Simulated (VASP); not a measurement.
# Hg (P6_3/mmc) in VASP: notebook, part 2 of 2

VASP 6.6.1.

**3. Single point, PBE+D3(BJ)**

This run uses another cell than the first one, of 24.14 Å³/atom.

The input, INCAR:

```
SYSTEM = Hg
PREC     = Accurate       ! precision mode
ENCUT    = 520            ! plane-wave cutoff, eV
EDIFF    = 1E-7           ! SCF threshold, eV
ISMEAR   = 0              ! smearing method
SIGMA    = 0.1            ! smearing width, eV
LREAL    = .FALSE.        ! projectors in reciprocal space
LASPH    = .TRUE.         ! aspherical terms in the spheres
NELM     = 80             ! most SCF steps
ALGO     = Fast           ! electronic algorithm
ISIF     = 2              ! what is computed and relaxed
LWAVE    = .FALSE.        ! write WAVECAR
LCHARG   = .FALSE.        ! write CHGCAR
GGA      = PE             ! functional
IVDW     = 12             ! dispersion correction
NBANDS   = 32             ! bands
```

The input, KPOINTS:

```
regular mesh
0
G
  12 12 4
  0 0 0
```

The input, POSCAR:

```
Hg
1.0
    3.2806617645      0.0000000000      0.0000000000
   -1.6403308823      2.8411364293      0.0000000000
    0.0000000000      0.0000000000     10.3575545522
Hg
4
Direct
    0.0000000000      0.0000000000      0.0000000000
    0.3333333333      0.6666666667      0.2500000000
    0.0000000000      0.0000000000      0.5000000000
    0.6666666667      0.3333333333      0.7500000000
```

Potentials or basis: VASP PAW PBE potentials, release 64 (Hg).

Started as:

```sh
$ cat potpaw_PBE.64/Hg/POTCAR > POTCAR
$ mpirun -np 1 vasp_std > vasp.out
```

OUTCAR:

```text
SYSTEM = Hg
   PREC = Accurate
   ENCUT = 520
   EDIFF = 1E-7
   ISMEAR = 0
   LREAL = .FALSE.
   LASPH = .TRUE.
   NELM = 80
   ISIF = 2
   GGA = PE
   IVDW = 12
 IVDW          = 12

 ion  position               nearest neighbor table
   1  0.000  0.000  0.000-   2 3.21   4 3.21   4 3.21   2 3.21   4 3.21   2 3.21
   2  0.333  0.667  0.250-   1 3.21   3 3.21   1 3.21   3 3.21   1 3.21   3 3.21
   3  0.000  0.000  0.500-   2 3.21   4 3.21   4 3.21   2 3.21   4 3.21   2 3.21
   4  0.667  0.333  0.750-   1 3.21   3 3.21   1 3.21   3 3.21   1 3.21   3 3.21

  LATTYP: Found a hexagonal cell.
 ALAT       =     3.2806617645
 C/A-ratio  =     3.1571540426

  Lattice vectors:

 A1 = (   3.2806617645,   0.0000000000,   0.0000000000)
 A2 = (  -1.6403308823,   2.8411364293,   0.0000000000)
 A3 = (   0.0000000000,   0.0000000000,  10.3575545522)

Analysis of symmetry for initial positions (statically):
=====================================================================
 Subroutine PRICEL returns:
 Original cell was already a primitive cell.

 Routine SETGRP: Setting up the symmetry group for a
 hexagonal supercell.

 Subroutine GETGRP returns: Found 24 space group operations
 (whereof 12 operations were pure point group operations)
 out of a pool of 24 trial point group operations.
[... 174 lines left out ...]
 fundamental gap:      0.0778687079
 Fermi energy:         2.3104225511

 k-point     1 :       0.0000    0.0000    0.0000
  band No.  band energies     occupation
      1      -6.2983      2.00000
      2      -5.2716      2.00000
      3      -5.1710      2.00000
      4      -5.1693      2.00000
      5      -4.4103      2.00000
      6      -4.4103      2.00000
[... 829 lines left out ...]
     31      10.2073      0.00000
     32      11.3483      0.00000

 [... further k-points ...]

------------------------ aborting loop because EDIFF is reached ----------------------------------------

 Edisp (eV)   -1.73455

 E8    (eV) :    -0.7854

  FORCE on cell =-STRESS in cart. coord.  units (eV):
  Direction    XX          YY          ZZ          XY          YZ          ZX
  --------------------------------------------------------------------------------------
  -------------------------------------------------------------------------------------
  Total       0.76119     0.76119     0.81270    -0.00000     0.00000    -0.00000
  in kB      12.63262    12.63262    13.48743    -0.00000     0.00000    -0.00000
  external pressure =       12.92 kB  Pullay stress =        0.00 kB

 VOLUME and BASIS-vectors are now :
 -----------------------------------------------------------------------------
  energy-cutoff  :      520.00
  volume of cell :       96.54
      direct lattice vectors                 reciprocal lattice vectors
     3.280661765  0.000000000  0.000000000     0.304816550  0.175985917  0.000000000
    -1.640330882  2.841136429  0.000000000     0.000000000  0.351971834  0.000000000
     0.000000000  0.000000000 10.357554552     0.000000000  0.000000000  0.096547886

 POSITION                                       TOTAL-FORCE (eV/Angst)
 -----------------------------------------------------------------------------------
      0.00000      0.00000      0.00000         0.000000     -0.000000      0.000000
     -0.00000      1.89409      2.58939         0.000000      0.000000      0.000000
      0.00000      0.00000      5.17878         0.000000     -0.000000      0.000000
      1.64033      0.94705      7.76817        -0.000000      0.000000     -0.000000
 -----------------------------------------------------------------------------------
    total drift:                               -0.000000      0.000000     -0.000000

  FREE ENERGIE OF THE ION-ELECTRON SYSTEM (eV)
  ---------------------------------------------------
  free  energy   TOTEN  =        -2.1907564237 eV

  energy  without entropy=       -2.1861636569  energy(sigma->0) =       -2.18846004
```

It took 51 s on 1 thread of Intel Xeon 6975P-C (Granite Rapids), shared host; peak memory 0.29 GiB.

Results:

* Free energy: -2.1908 eV
* Pressure: 1.3 GPa
* Band gap on the k mesh: zero (bands 24 and 25 overlap by 1.33 eV)
* Dispersion energy per atom: -0.434 eV

Caveat: spin-orbit coupling is left out, which moves the levels of the heavy elements.

**4. Single point, PBE+D3(BJ)**

This run uses another cell than the first one, of 27.83 Å³/atom.

The input, INCAR:

```
SYSTEM = Hg
  PREC = Accurate
  ENCUT = 520
  EDIFF = 1E-7
  ISMEAR = 0
  SIGMA = 0.1
  LREAL = .FALSE.
  LASPH = .TRUE.
  NELM = 100
  ALGO = Fast
  ISIF = 2
  LWAVE = .FALSE.
  LCHARG = .FALSE.
  GGA = PE
  IVDW = 12
  NBANDS = 32
```

KPOINTS is that of step 3.

The input, POSCAR:

```
Hg
1.0
    3.4340029418      0.0000000000      0.0000000000
   -1.7170014709      2.9739337843      0.0000000000
    0.0000000000      0.0000000000     10.9019164146
Hg
4
Direct
    0.0000000000      0.0000000000      0.0000000000
    0.3333333333      0.6666666667      0.2500000000
    0.0000000000      0.0000000000      0.5000000000
    0.6666666667      0.3333333333      0.7500000000
```

Started as:

```sh
$ cat potpaw_PBE.64/Hg/POTCAR > POTCAR
$ mpirun -np 1 vasp_std > vasp.out
```

Run time: 76 s. Hardware: 1 thread of Intel Xeon 6975P-C (Granite Rapids), shared host; peak memory 0.33 GiB.

The run converged. Its results:

```yaml
Free_energy: -2.1911 eV
Pressure: -0.9 GPa
Band_gap_on_the_k_mesh: zero (bands 24 and 25 overlap by 0.47 eV)
Dispersion_energy_per_atom: -0.377 eV
```

Levels at points of the mesh, in eV from the Fermi level:
```tsv
k point	band 20	band 21	band 22	band 23	band 24	band 25	band 26	band 27	band 28	band 29
(0.00, 0.00, 0.00)	-5.54	-5.54	-5.34	-5.34	-1.28	-0.45	6.66	6.67	11.17	11.17
(0.50, 0.00, 0.00)	-5.25	-2.16	-1.98	-1.02	-0.47	-0.28	0.07	2.87	3.19	4.82
(0.00, 0.00, 0.50)	-5.42	-5.42	-5.42	-3.64	-3.64	2.62	2.62	11.11	11.11	11.48
(0.50, 0.00, 0.50)	-5.29	-1.92	-1.92	-1.40	-1.40	1.18	1.18	1.71	1.71	6.66
```

Caveat: spin-orbit coupling is left out, which moves the levels of the heavy elements.

**5. Single point, PBE+D3(BJ)**

This run uses another cell than the first one, of 14.75 Å³/atom.

The input, INCAR:

```
SYSTEM = Hg
  PREC = Accurate
  ENCUT = 520
  EDIFF = 1E-7
  ISMEAR = 0
  SIGMA = 0.1
  LREAL = .False.
  LASPH = .True.
  NELM = 100
  ALGO = Fast
  ISIF = 2
  LWAVE = .False.
  LCHARG = .False.
  GGA = PE
  IVDW = 12
  NBANDS = 32
```

The input, KPOINTS:

```
Automatic mesh
0
Gamma
  18 18 6
  0 0 0
```

The input, POSCAR:

```
Hg
1.0
    2.7310363176      0.0000000000      0.0000000000
   -1.3655181588      2.3651468297      0.0000000000
    0.0000000000      0.0000000000      9.1350391854
Hg
4
Direct
    0.0000000000      0.0000000000      0.0000000000
    0.3333333333      0.6666666667      0.2500000000
    0.0000000000      0.0000000000      0.5000000000
    0.6666666667      0.3333333333      0.7500000000
```

Started as:

```sh
$ cat potpaw_PBE.64/Hg/POTCAR > POTCAR
$ mpirun -np 1 vasp_std > vasp.out
```

Wall time 84 s (1 thread of Intel Xeon 6975P-C (Granite Rapids), shared host); peak memory 0.32 GiB.

Results (log left out):

- Free energy: 4.0466 eV
- Pressure: 94.2 GPa
- Band gap on the k mesh: zero (bands 24 and 25 overlap by 2.13 eV)
- Dispersion energy per atom: -0.719 eV

Stress tensor (GPa, compression positive):
```
94.35  0.00  0.00
 0.00 94.35  0.00
 0.00  0.00 93.92
```

Levels at points of the mesh, in eV from the Fermi level:
| k point | band 22 | band 23 | band 24 | band 25 | band 26 | band 27 |
| --- | --- | --- | --- | --- | --- | --- |
| (0.00, 0.00, 0.00) | -7.49 | -7.49 | -5.32 | -1.33 | 7.75 | 7.82 |
| (0.50, 0.00, 0.00) | -3.80 | -3.20 | -2.78 | -0.16 | 0.05 | 2.81 |
| (0.00, 0.00, 0.50) | -7.74 | -7.74 | -7.74 | 2.30 | 2.30 | 12.20 |
| (0.50, 0.00, 0.50) | -4.08 | -2.93 | -2.93 | 0.45 | 0.45 | 2.06 |

Caveat: the cell stands under pressure; spin-orbit coupling is left out, which moves the levels of the heavy elements.

**6. Single point, PBE+D3(BJ)**

This run uses another cell than the first one, of 20.17 Å³/atom.

The input, INCAR:

```
SYSTEM = Hg
PREC = Accurate
ENCUT = 520
EDIFF = 1E-6
ISMEAR = 0
SIGMA = 0.1
LREAL = .False.
LASPH = .True.
NELM = 60
ALGO = Fast
ISIF = 2
LWAVE = .False.
LCHARG = .False.
GGA = PE
IVDW = 12
NBANDS = 32
```

The input, KPOINTS:

```
regular mesh
0
Gamma
  18 18 4
  0 0 0
```

The input, POSCAR:

```
Hg
1.0
    3.0713487557      0.0000000000      0.0000000000
   -1.5356743779      2.6598660463      0.0000000000
    0.0000000000      0.0000000000      9.8760001720
Hg
4
Direct
    0.0000000000      0.0000000000      0.0000000000
    0.3333333333      0.6666666667      0.2500000000
    0.0000000000      0.0000000000      0.5000000000
    0.6666666667      0.3333333333      0.7500000000
```

Potentials or basis: VASP PAW PBE potentials, release 64 (Hg).

Started as:

```sh
$ cat potpaw_PBE.64/Hg/POTCAR > POTCAR
$ mpirun -np 1 vasp_std > vasp.out
```

Run time: 85 s. Hardware: 1 thread of Intel Xeon 6975P-C (Granite Rapids), shared host; peak memory 0.35 GiB.

It converged, with:

```
Free energy                : -1.5951 eV
Pressure                   : 12.7 GPa
Band gap on the k mesh     : zero (bands 24 and 25 overlap by 1.62 eV)
Dispersion energy per atom : -0.520 eV
```

Levels at points of the mesh, in eV from the Fermi level:
```csv
k point,band 22,band 23,band 24,band 25,band 26,band 27
"(0.00, 0.00, 0.00)",-6.13,-6.13,-2.35,-1.12,7.62,7.64
"(0.50, 0.00, 0.00)",-2.56,-1.77,-1.53,-0.67,-0.25,3.17
"(0.00, 0.00, 0.50)",-6.29,-5.26,-5.26,2.67,2.67,12.56
"(0.50, 0.00, 0.50)",-2.50,-2.20,-2.20,0.81,0.81,1.69
```

Caveat: the cell stands under pressure; spin-orbit coupling is left out, which moves the levels of the heavy elements.

**7. Overview**

```tsv
cell	k mesh	further INCAR settings	gap on the mesh (eV)	pressure (GPa)
a = 3.192, b = 3.192, c = 10.187 Å, angles 90.0, 90.0, 120.0°, 4 atoms	12 × 12 × 4	ALGO = Fast; EDIFF = 1e-06; NBANDS = 32	none	4.5
a = 3.281, b = 3.281, c = 10.358 Å, angles 90.0, 90.0, 120.0°, 4 atoms	12 × 12 × 4	ALGO = Fast; EDIFF = 1e-07; NBANDS = 32	none	1.3
a = 3.434, b = 3.434, c = 10.902 Å, angles 90.0, 90.0, 120.0°, 4 atoms	12 × 12 × 4	ALGO = Fast; EDIFF = 1e-07; NBANDS = 32	none	-0.9
a = 2.731, b = 2.731, c = 9.135 Å, angles 90.0, 90.0, 120.0°, 4 atoms	18 × 18 × 6	ALGO = Fast; EDIFF = 1e-07; NBANDS = 32	none	94.2
a = 3.071, b = 3.071, c = 9.876 Å, angles 90.0, 90.0, 120.0°, 4 atoms	18 × 18 × 4	ALGO = Fast; EDIFF = 1e-06; NBANDS = 32	none	12.7
```

Alike in all rows: task single point; level PBE+D3(BJ); potentials or basis VASP PAW PBE potentials, release 64 (Hg); no spin polarisation; cutoff (eV) 520; smearing gaussian 0.1 eV.

Caveats: spin-orbit coupling is left out, which moves the levels of the heavy elements; the cell stands under pressure (at least some runs).

Absolute energies hang on the potentials; compare differences alone.
